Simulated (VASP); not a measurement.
# HgTe (I-4m2) in VASP: single point with r2SCAN

Aim: the single point of HgTe with r2SCAN.

Program: VASP 6.6.1. These are calculated values, not measurements. Logs are shortened: lines on timing, memory, paths and dates and some standing lists are left out, and cuts for length are marked.

### Step 1. The cell of the first run

It takes space group I-4m2 (No. 119, tetragonal). Conventional cell: a = 4.559 Å, b = 4.559 Å, c = 6.834 Å, α = 90.00°, β = 90.00°, γ = 90.00°. Hg (site symmetry -4m2) has 4 Te at 2.85 Å within 3.8 Å. Within 3.8 Å of Te (site symmetry -4m2) lie 4 Hg at 2.85 Å.

### Step 2. Single point, r2SCAN (strain +0.0600 x Voigt [0, 0, 1, 0, 0, 0])

Contents of POSCAR:

```
HgTe
1.0
    0.0000000000      3.2235000000      3.4169100000
    3.2235000000      0.0000000000      3.4169100000
    3.2235000000      3.2235000000      0.0000000000
Hg Te
1 1
Direct
    0.0000000000      0.0000000000      0.0000000000
    0.7500000000      0.7500000000      0.7500000000
```

Contents of INCAR.step1:

```
PREC = Accurate ; ENCUT = 520
ISMEAR = 0 ; SIGMA = 0.15
LREAL = F ; LASPH = T
NELM = 60 ; NBANDS = 16
GGA = PE ; ALGO = Normal
EDIFF = 1E-4 ; LWAVE = T
LCHARG = F
```

Contents of INCAR.step2:

```
PREC = Accurate ; ENCUT = 520
EDIFF = 1E-7 ; ISMEAR = 0
SIGMA = 0.15 ; LREAL = F
LASPH = T ; NELM = 60
ALGO = Normal ; ISIF = 2
LWAVE = F ; LCHARG = F
METAGGA = R2SCAN ; LMIXTAU = T
NBANDS = 16 ; ISTART = 1
```

Contents of KPOINTS:

```
Automatic mesh
0
Gamma
  14 14 14
```

Potentials or basis: VASP PAW PBE potentials, release 64 (Hg, Te).

Launch:

```
> cat potpaw_PBE.64/Hg/POTCAR potpaw_PBE.64/Te/POTCAR > POTCAR
> cp INCAR.step1 INCAR
> mpirun -np 1 vasp_std > vasp.out
> cp INCAR.step2 INCAR
> mpirun -np 1 vasp_std > vasp.out
```

OUTCAR:

```text
PREC = Accurate
   ENCUT = 520
   EDIFF = 1E-7
   ISMEAR = 0
   LREAL = F
   LASPH = T
   NELM = 60
   ISIF = 2
   METAGGA = R2SCAN
   ISTART = 1

 ion  position               nearest neighbor table
   1  0.000  0.000  0.000-   2 2.85   2 2.85   2 2.85   2 2.85
   2  0.750  0.750  0.750-   1 2.85   1 2.85   1 2.85   1 2.85

  LATTYP: Found a body centered tetragonal cell.
 ALAT       =     4.5587174183
 C/A-ratio  =     1.4990663761

  Lattice vectors:

 A1 = (  -3.2235000000,   0.0000000000,   3.4169100000)
 A2 = (   3.2235000000,   0.0000000000,   3.4169100000)
 A3 = (   0.0000000000,   3.2235000000,  -3.4169100000)

Analysis of symmetry for initial positions (statically):
=====================================================================
 Subroutine PRICEL returns:
 Original cell was already a primitive cell.

 Routine SETGRP: Setting up the symmetry group for a
 body centered tetragonal supercell.

 Subroutine GETGRP returns: Found  8 space group operations
 (whereof  8 operations were pure point group operations)
 out of a pool of 16 trial point group operations.

The static configuration has the point symmetry D_2d.

Analysis of symmetry for dynamics (positions and initial velocities):
=====================================================================
 Subroutine PRICEL returns:
 Original cell was already a primitive cell.

 Routine SETGRP: Setting up the symmetry group for a
 body centered tetragonal supercell.

 Subroutine GETGRP returns: Found  8 space group operations
 (whereof  8 operations were pure point group operations)
 out of a pool of 16 trial point group operations.

The dynamic configuration has the point symmetry D_2d.

 Subroutine INISYM returns: Found  8 space group operations
 (whereof  8 operations are pure point group operations),
 and found     1 'primitive' translations

----------------------------------------------------------------------------------------

                                     Primitive cell

  volume of cell :      71.0099

  direct lattice vectors                    reciprocal lattice vectors
     0.000000000  3.223500000  3.416910000    -0.155110904  0.155110904  0.146331042
     3.223500000  0.000000000  3.416910000     0.155110904 -0.155110904  0.146331042
     3.223500000  3.223500000  0.000000000     0.155110904  0.155110904 -0.146331042

  length of vectors
     4.697470191  4.697470191  4.558717418     0.263688375  0.263688375  0.263688375

  position of ions in fractional coordinates (direct lattice)
     0.000000000  0.000000000  0.000000000
     0.750000000  0.750000000  0.750000000

  ion indices of the primitive-cell ions
   primitive index   ion index
                 1           1
                 2           2

----------------------------------------------------------------------------------------

 KPOINTS: Automatic mesh

Automatic generation of k-mesh.
 Grid dimensions read from file:
 generate k-points for:   14   14   14

 Generating k-lattice:

  Cartesian coordinates                     Fractional coordinates (reciprocal lattice)
    -0.011079350  0.011079350  0.010452217     0.071428571  0.000000000  0.000000000
     0.011079350 -0.011079350  0.010452217     0.000000000  0.071428571  0.000000000
     0.011079350  0.011079350 -0.010452217    -0.000000000 -0.000000000  0.071428571

  Length of vectors
     0.018834884  0.018834884  0.018834884

  Shift w.r.t. Gamma in fractional coordinates (k-lattice)
     0.000000000  0.000000000  0.000000000

 Subroutine IBZKPT returns following result:
 ===========================================

 Found    244 irreducible k-points:

 Following reciprocal coordinates:
            Coordinates               Weight
  0.000000  0.000000  0.000000      1.000000
  0.071429  0.000000  0.000000      8.000000
  0.142857  0.000000  0.000000      8.000000
  0.214286  0.000000  0.000000      8.000000
  0.285714  0.000000  0.000000      8.000000
  0.357143  0.000000  0.000000      8.000000
[... 16 lines left out ...]
  0.214286  0.142857  0.000000      8.000000
  0.285714  0.142857  0.000000      8.000000
 [... further k-points ...]
   k-points           NKPTS =    244   k-points in BZ     NKDIM =    244   number of bands    NBANDS=     16
   number of dos      NEDOS =    301   number of ions     NIONS =      2
   total plane-waves  NPLWV =  46656
   dimension x,y,z NGX =    36 NGY =   36 NGZ =   36
   dimension x,y,z NGXF=    72 NGYF=   72 NGZF=   72
   ions per type =               1   1
   NGX,Y,Z   is equivalent  to a cutoff of  12.74, 12.74, 13.13 a.u.
   NGXF,Y,Z  is equivalent  to a cutoff of  25.48, 25.48, 26.26 a.u.
 SYSTEM =  unknown system
   PREC   = accura    normal or accurate (medium, high low for compatibility)
   ISTART =      1    job   : 0-new  1-cont  2-samecut
   ICHARG =      0    charge: 1-file 2-atom 10-const
   ISPIN  =      1    spin polarized calculation?
   LNONCOLLINEAR =      F non collinear calculations
   LSORBIT =      F    spin-orbit coupling
   LASPH  =      T    aspherical Exc in radial PAW
   ENCUT  =  520.0 eV  38.22 Ry    6.18 a.u.   8.73  8.73  8.48*2*pi/ulx,y,z
   NELM   =     60;   NELMIN=  2; NELMDL=  0     # of ELM steps
   EDIFF  = 0.1E-06   stopping-criterion for ELM
   LREAL  =      F    real-space projection
   EDIFFG = 0.1E-05   stopping-criterion for IOM
   NSW    =      0    number of steps for IOM
   IBRION =     -1    ionic relax: 0-MD 1-quasi-New 2-CG
   NFREE  =      0    steps in history (QN), initial steepest desc. (CG)
   ISIF   =      2    stress and relaxation
   ISYM   =      2    0-nonsym 1-usesym 2-fastsym
   POTIM  = 0.5000    time-step for ionic-motion
   TEBEG  =    0.0;   TEEND  =   0.0 temperature during run
   PSTRESS=    0.0 pullay stress
   NELECT =      18.0000    total number of electrons
   NUPDOWN=      -1.0000    fix difference up-down
   EMIN   =  10.00;   EMAX   =-10.00  energy-range for DOS
   EFERMI =   0.00;   METHOD = LEGACY
   ISMEAR =     0;   SIGMA  =   0.15  broadening in eV -4-tet -1-fermi 0-gaus
   EFERMI_NEDOS =   21; number of points for ismear=-14 and -15
   IALGO  =     38    algorithm
   IMIX   =      4    mixing-type and parameters
     AMIX     =   0.40;   BMIX     =  1.00
     AMIX_MAG =   1.60;   BMIX_MAG =  1.00
  volume/ion in A,a.u.               =      35.50       239.60
  Fermi-wavevector in a.u.,A,eV,Ry     =   1.036079  1.957905 14.605295  1.073459
  Thomas-Fermi vector in A             =   2.170452
   LORBIT       =      0    0 simple, 1 ext, 2 COOP (PROOUT), +10 PAW based schemes
   METAGGA = R2SCAN    functional components
   LHFCALC =     F    Hartree Fock is set to
   AEXX    =    0.0000 exact exchange contribution
   IVDW    =     0    specifies the selected vdW correction
   LEPSILON=     F    determine dielectric tensor
   LRPA    =     F    only Hartree local field effects (RPA)
 non-spin polarized calculation
 Gauss-broadening in eV      SIGMA  =   0.15
  energy-cutoff  :      520.00
  volume of cell :       71.01
 maximum number of plane-waves:      1931
   NGX = 17   NGY = 17   NGZ = 17

 number of electron      18.0000002 magnetization

 Free energy of the ion-electron system (eV)
  ---------------------------------------------------
  ext. energy  EPLUGINS =         0.00000000
  ---------------------------------------------------
  free energy    TOTEN  =       -75.15639583 eV

  energy without entropy =      -75.15622032  energy(sigma->0) =      -75.15630808

 E-fermi :   2.5201     XC(G=0):  -9.0780

 val. band max:        2.4044881637   @ k =   0.0000   0.0000   0.0000
 cond. band min:       2.7862958140   @ k =   0.0714   0.0000   0.0000
 fundamental gap:      0.3818076503
 Fermi energy:         2.5201124272

 k-point     1 :       0.0000    0.0000    0.0000
  band No.  band energies     occupation
      1      -9.6960      2.00000
      2      -5.0145      2.00000
      3      -4.9992      2.00000
      4      -4.9992      2.00000
      5      -4.5142      2.00000
      6      -4.4828      2.00000
[... 8 lines left out ...]
     15      11.8421      0.00000
     16      12.2418      0.00000

 k-point     2 :       0.0714    0.0000    0.0000
  band No.  band energies     occupation
      1      -9.6714      2.00000
      2      -5.0081      2.00000
      3      -4.9921      2.00000
      4      -4.9890      2.00000
      5      -4.5142      2.00000
      6      -4.4841      2.00000
[... 8 lines left out ...]
     15      11.4665      0.00000
     16      12.1799      0.00000

 k-point     3 :       0.1429    0.0000    0.0000
  band No.  band energies     occupation
      1      -9.6014      2.00000
      2      -4.9895      2.00000
      3      -4.9726      2.00000
      4      -4.9554      2.00000
      5      -4.5132      2.00000
      6      -4.4872      2.00000
[... 8 lines left out ...]
     15      11.1952      0.00000
     16      11.6838      0.00000

 k-point     4 :       0.2143    0.0000    0.0000
  band No.  band energies     occupation
      1      -9.4972      2.00000
      2      -4.9635      2.00000
      3      -4.9453      2.00000
      4      -4.8867      2.00000
      5      -4.5090      2.00000
      6      -4.4901      2.00000
[... 8 lines left out ...]
     15      11.2429      0.00000
     16      11.4222      0.00000
[... 324 lines left out ...]
 k-point    22 :       0.1429    0.1429    0.0000
  band No.  band energies     occupation
      1      -9.5756      2.00000
      2      -4.9875      2.00000
      3      -4.9476      2.00000
      4      -4.9476      2.00000
      5      -4.5318      2.00000
      6      -4.4745      2.00000
[... 8 lines left out ...]
     15      10.5839      0.00000
     16      12.7808      0.00000

 k-point    23 :       0.2143    0.1429    0.0000
  band No.  band energies     occupation
      1      -9.4998      2.00000
      2      -4.9643      2.00000
      3      -4.9193      2.00000
      4      -4.9101      2.00000
      5      -4.5366      2.00000
      6      -4.4716      2.00000
[... 8 lines left out ...]
     15      11.2696      0.00000
     16      12.5500      0.00000

 k-point    24 :       0.2857    0.1429    0.0000
  band No.  band energies     occupation
      1      -9.3967      2.00000
      2      -4.9354      2.00000
      3      -4.8884      2.00000
      4      -4.8322      2.00000
      5      -4.5337      2.00000
      6      -4.4703      2.00000
[... 8 lines left out ...]
     15      11.7988      0.00000
     16      12.3783      0.00000

 [... further k-points ...]
[... 5 lines left out ...]
  --------------------------------------------------------------------------------------
  -------------------------------------------------------------------------------------
  Total        0.1493538      0.1493538     -0.2995877      0.0000000      0.0000000      0.0000000
  in kB        3.3698302      3.3698302     -6.7595165      0.0000000      0.0000000      0.0000000
  external PRESSURE =      -0.0066187 kB  Pullay stress =       0.0000000 kB

 VOLUME and BASIS-vectors are now :
 -----------------------------------------------------------------------------
  energy-cutoff  :      520.00
  volume of cell :       71.01
      direct lattice vectors                 reciprocal lattice vectors
     0.000000000  3.223500000  3.416910000    -0.155110904  0.155110904  0.146331042
     3.223500000  0.000000000  3.416910000     0.155110904 -0.155110904  0.146331042
     3.223500000  3.223500000  0.000000000     0.155110904  0.155110904 -0.146331042

 POSITION                                       TOTAL-FORCE (eV/Angst)
 -----------------------------------------------------------------------------------
      0.00000      0.00000      0.00000         0.000000      0.000000      0.000000
      4.83525      4.83525      5.12537        -0.000000     -0.000000      0.000000
 -----------------------------------------------------------------------------------
    total drift:                               -0.000000     -0.000000      0.000000

  FREE ENERGIE OF THE ION-ELECTRON SYSTEM (eV)
  ---------------------------------------------------
  free  energy   TOTEN  =       -75.1563958318 eV

  energy  without entropy=      -75.1562203208  energy(sigma->0) =      -75.15630808
```

It took 7.5 min on 1 thread of Intel Xeon 6975P-C (Granite Rapids), shared host; peak memory 0.44 GiB.

Results:

- Free energy: -75.1564 eV
- Pressure: 0.0 GPa
- Band gap on the k mesh: zero (filled and empty bands touch)

Stress tensor (GPa, compression positive):
```
 0.34  0.00  0.00
 0.00  0.34  0.00
 0.00  0.00 -0.68
```

Caveat: the cell differs from its parent crystal (strain +0.0600 x Voigt [0, 0, 1, 0, 0, 0]); semilocal functionals underestimate gaps, so a narrow gap can read as zero; the PAW data sets were made with another functional, which shifts forces and pressure a little; spin-orbit coupling is left out, which moves the levels of the heavy elements.
